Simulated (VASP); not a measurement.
# AlNi (C2/m) in VASP: a series of runs, part 2 of 2

VASP 6.6.1. The steps go on from the part before.

### 3 Single point, PBE, collinear spin, ferromagnetic start

This run uses another cell than the first one, of 12.70 Å³/atom, 1.020 times its volume.

The input, INCAR:

```
SYSTEM = AlNi
PREC     = Accurate       ! precision mode
ENCUT    = 520            ! plane-wave cutoff, eV
EDIFF    = 1E-6           ! SCF threshold, eV
ISMEAR   = -1             ! smearing method
SIGMA    = 0.05           ! smearing width, eV
LREAL    = .FALSE.        ! projectors in reciprocal space
LASPH    = .TRUE.         ! aspherical terms in the spheres
NELM     = 150            ! most SCF steps
ALGO     = Fast           ! electronic algorithm
ISIF     = 2              ! what is computed and relaxed
LWAVE    = .FALSE.        ! write WAVECAR
LCHARG   = .FALSE.        ! write CHGCAR
ISPIN    = 2              ! spin polarisation
MAGMOM   = 1 0            ! initial moments
LORBIT   = 11             ! projections on sites
LMAXMIX  = 4              ! l up to which the mixer works
GGA      = PE             ! functional
NBANDS   = 18             ! bands
```

The input, KPOINTS:

```
regular mesh
0
G
  11 11 7
  0 0 0
```

The input, POSCAR:

```
AlNi
1.0
    2.3159177421     -1.4039165606      0.0000000000
    2.3159177421      1.4039165606      0.0000000000
   -1.3654343810      0.0000000000      3.9065396629
Ni Al
1 1
Direct
    0.5000000000      0.5000000000      0.5000000000
    0.0000000000      0.0000000000      0.0000000000
```

Potentials or basis: VASP PAW PBE potentials, release 64 (Ni, Al).

Command:

```
$ cat potpaw_PBE.64/Ni/POTCAR potpaw_PBE.64/Al/POTCAR > POTCAR
$ mpirun -np 1 vasp_std > vasp.out
```

OUTCAR:

```text
SYSTEM = AlNi
   PREC = Accurate
   ENCUT = 520
   EDIFF = 1E-6
   ISMEAR = -1
   LREAL = .FALSE.
   LASPH = .TRUE.
   NELM = 150
   ISIF = 2
   ISPIN = 2
   LORBIT = 11
   GGA = PE

 ion  position               nearest neighbor table
   1  0.500  0.500  0.500-   2 2.50   2 2.50   2 2.50   2 2.50   2 2.55   2 2.55
   2  0.000  0.000  0.000-   1 2.50   1 2.50   1 2.50   1 2.50   1 2.55   1 2.55

  LATTYP: Found a base centered monoclinic cell.
 ALAT       =     4.6318354842
 B/A-ratio  =     0.6062031199
 C/A-ratio  =     0.8934454424
 COS(beta)  =    -0.3299511685

  Lattice vectors:

 A1 = (   2.3159177421,  -1.4039165606,   0.0000000000)
 A2 = (   2.3159177421,   1.4039165606,   0.0000000000)
 A3 = (  -1.3654343810,   0.0000000000,   3.9065396629)

Analysis of symmetry for initial positions (statically):
=====================================================================
 Subroutine PRICEL returns:
 Original cell was already a primitive cell.

 Routine SETGRP: Setting up the symmetry group for a
 base centered monoclinic supercell.

 Subroutine GETGRP returns: Found  4 space group operations
 (whereof  4 operations were pure point group operations)
 out of a pool of  4 trial point group operations.

The static configuration has the point symmetry C_2h.

Analysis of symmetry for dynamics (positions and initial velocities):
=====================================================================
 Subroutine PRICEL returns:
 Original cell was already a primitive cell.

 Routine SETGRP: Setting up the symmetry group for a
 base centered monoclinic supercell.

 Subroutine GETGRP returns: Found  4 space group operations
 (whereof  4 operations were pure point group operations)
 out of a pool of  4 trial point group operations.

The dynamic configuration has the point symmetry C_2h.

Analysis of structural, dynamic, and magnetic symmetry:
=====================================================================
 Subroutine PRICEL returns:
 Original cell was already a primitive cell.

 Routine SETGRP: Setting up the symmetry group for a
 base centered monoclinic supercell.

 Subroutine GETGRP returns: Found  4 space group operations
 (whereof  4 operations were pure point group operations)
 out of a pool of  4 trial point group operations.

The overall configuration has the point symmetry C_2h.

 Subroutine INISYM returns: Found  4 space group operations
 (whereof  4 operations are pure point group operations),
 and found     1 'primitive' translations

----------------------------------------------------------------------------------------

                                     Primitive cell

  volume of cell :      25.4031

  direct lattice vectors                    reciprocal lattice vectors
     2.315917742 -1.403916561  0.000000000     0.215897133 -0.356146522  0.075461506
     2.315917742  1.403916561  0.000000000     0.215897133  0.356146522  0.075461506
    -1.365434381  0.000000000  3.906539663     0.000000000  0.000000000  0.255981018

  length of vectors
     2.708220208  2.708220208  4.138292303     0.423256844  0.423256844  0.255981018

  position of ions in fractional coordinates (direct lattice)
     0.500000000  0.500000000  0.500000000
     0.000000000  0.000000000  0.000000000

  ion indices of the primitive-cell ions
   primitive index   ion index
                 1           1
[... 62 lines left out ...]
   NGXF,Y,Z  is equivalent  to a cutoff of  24.55, 24.55, 25.71 a.u.
 SYSTEM =  AlNi
   PREC   = accura    normal or accurate (medium, high low for compatibility)
   ISTART =      0    job   : 0-new  1-cont  2-samecut
   ICHARG =      2    charge: 1-file 2-atom 10-const
   ISPIN  =      2    spin polarized calculation?
   LNONCOLLINEAR =      F non collinear calculations
   LSORBIT =      F    spin-orbit coupling
   LASPH  =      T    aspherical Exc in radial PAW
   ENCUT  =  520.0 eV  38.22 Ry    6.18 a.u.   5.04  5.04  7.69*2*pi/ulx,y,z
   NELM   =    150;   NELMIN=  2; NELMDL= -5     # of ELM steps
   EDIFF  = 0.1E-05   stopping-criterion for ELM
   LREAL  =      F    real-space projection
   EDIFFG = 0.1E-04   stopping-criterion for IOM
   NSW    =      0    number of steps for IOM
   IBRION =     -1    ionic relax: 0-MD 1-quasi-New 2-CG
   NFREE  =      0    steps in history (QN), initial steepest desc. (CG)
   ISIF   =      2    stress and relaxation
   ISYM   =      2    0-nonsym 1-usesym 2-fastsym
   POTIM  = 0.5000    time-step for ionic-motion
   TEBEG  =    0.0;   TEEND  =   0.0 temperature during run
   PSTRESS=    0.0 pullay stress
   NELECT =      13.0000    total number of electrons
   NUPDOWN=      -1.0000    fix difference up-down
   EMIN   =  10.00;   EMAX   =-10.00  energy-range for DOS
   EFERMI =   0.00;   METHOD = LEGACY
   ISMEAR =    -1;   SIGMA  =   0.05  broadening in eV -4-tet -1-fermi 0-gaus
   EFERMI_NEDOS =   21; number of points for ismear=-14 and -15
   IALGO  =     68    algorithm
   IMIX   =      4    mixing-type and parameters
     AMIX     =   0.40;   BMIX     =  1.00
     AMIX_MAG =   1.60;   BMIX_MAG =  1.00
  volume/ion in A,a.u.               =      12.70        85.71
  Fermi-wavevector in a.u.,A,eV,Ry     =   1.309464  2.474529 23.329873  1.714697
  Thomas-Fermi vector in A             =   2.440061
   LORBIT       =     11    0 simple, 1 ext, 2 COOP (PROOUT), +10 PAW based schemes
   GGA     = PE    functional components
   LHFCALC =     F    Hartree Fock is set to
   AEXX    =    0.0000 exact exchange contribution
   IVDW    =     0    specifies the selected vdW correction
   LEPSILON=     F    determine dielectric tensor
   LRPA    =     F    only Hartree local field effects (RPA)
 spin polarized calculation
 RMM-DIIS sequential band-by-band and
  energy-cutoff  :      520.00
  volume of cell :       25.40
 maximum number of plane-waves:       702
   NGX = 11   NGY = 11   NGZ = 15

 number of electron      12.9999994 magnetization       0.0028749

 number of electron      12.9999994 magnetization      -0.0005636

 Free energy of the ion-electron system (eV)
  ---------------------------------------------------
  ext. energy  EPLUGINS =         0.00000000
  ---------------------------------------------------
  free energy    TOTEN  =       -10.04349000 eV

  energy without entropy =      -10.03590693  energy(sigma->0) =      -10.03969847

 E-fermi :   9.0925     XC(G=0): -11.7567

 val. band max:        9.0885607159   @ k =   0.4545   0.0909   0.1429
 cond. band min:       9.0951363624   @ k =  -0.4545   0.1818   0.1429
 fundamental gap:      0.0065756464
 Fermi energy:         9.0925491006

 spin component 1

 k-point     1 :       0.0000    0.0000    0.0000
  band No.  band energies     occupation
      1      -1.6285      1.00000
      2       5.5835      1.00000
      3       7.3063      1.00000
      4       7.4330      1.00000
      5       7.5936      1.00000
      6       7.7524      1.00000
[... 493 lines left out ...]
     17      32.8487      0.00000
     18      33.6630      0.00000

 [... further k-points ...]

 spin component 2

 k-point     1 :       0.0000    0.0000    0.0000
  band No.  band energies     occupation
      1      -1.6284      1.00000
      2       5.5836      1.00000
      3       7.3050      1.00000
      4       7.4332      1.00000
      5       7.5925      1.00000
      6       7.7515      1.00000
[... 493 lines left out ...]
     17      32.8490      0.00000
     18      33.6630      0.00000

 [... further k-points ...]
[... 5 lines left out ...]
  --------------------------------------------------------------------------------------
  -------------------------------------------------------------------------------------
  Total        0.0914686     -0.1965767     -0.0922625      0.0000000      0.0000000     -0.1119412
  in kB        5.7689408    -12.3981241     -5.8190083      0.0000000      0.0000000     -7.0601514
  external PRESSURE =      -4.1493972 kB  Pullay stress =       0.0000000 kB

 VOLUME and BASIS-vectors are now :
 -----------------------------------------------------------------------------
  energy-cutoff  :      520.00
  volume of cell :       25.40
      direct lattice vectors                 reciprocal lattice vectors
     2.315917742 -1.403916561  0.000000000     0.215897133 -0.356146522  0.075461506
     2.315917742  1.403916561  0.000000000     0.215897133  0.356146522  0.075461506
    -1.365434381  0.000000000  3.906539663     0.000000000  0.000000000  0.255981018

 POSITION                                       TOTAL-FORCE (eV/Angst)
 -----------------------------------------------------------------------------------
      1.63320      0.00000      1.95327        -0.000000      0.000000      0.000000
      0.00000      0.00000      0.00000         0.000000     -0.000000      0.000000
 -----------------------------------------------------------------------------------
    total drift:                                0.000000      0.000000      0.000000

  FREE ENERGIE OF THE ION-ELECTRON SYSTEM (eV)
  ---------------------------------------------------
  free  energy   TOTEN  =       -10.0434899993 eV

  energy  without entropy=      -10.0359069340  energy(sigma->0) =      -10.03969847

 total charge

# of ion       s       p       d       tot
------------------------------------------
    1        0.447   0.465   8.412   9.324
    2        0.412   0.402   0.000   0.815
--------------------------------------------------
tot          0.860   0.867   8.412  10.138

 magnetization (x)

# of ion       s       p       d       tot
------------------------------------------
    1       -0.000   0.000  -0.000  -0.000
    2        0.000   0.000   0.000   0.000
--------------------------------------------------
tot         -0.000   0.000  -0.000  -0.000
```

It took 73 s on 1 thread of Intel Xeon 6975P-C (Granite Rapids), shared host; peak memory 0.27 GiB.

What came out:

* Free energy: -10.0435 eV
* Pressure: -0.4 GPa
* Net moment: 0.00 μB per cell
* Valence electrons inside the program's atomic spheres: Ni 9.32; Al 0.81
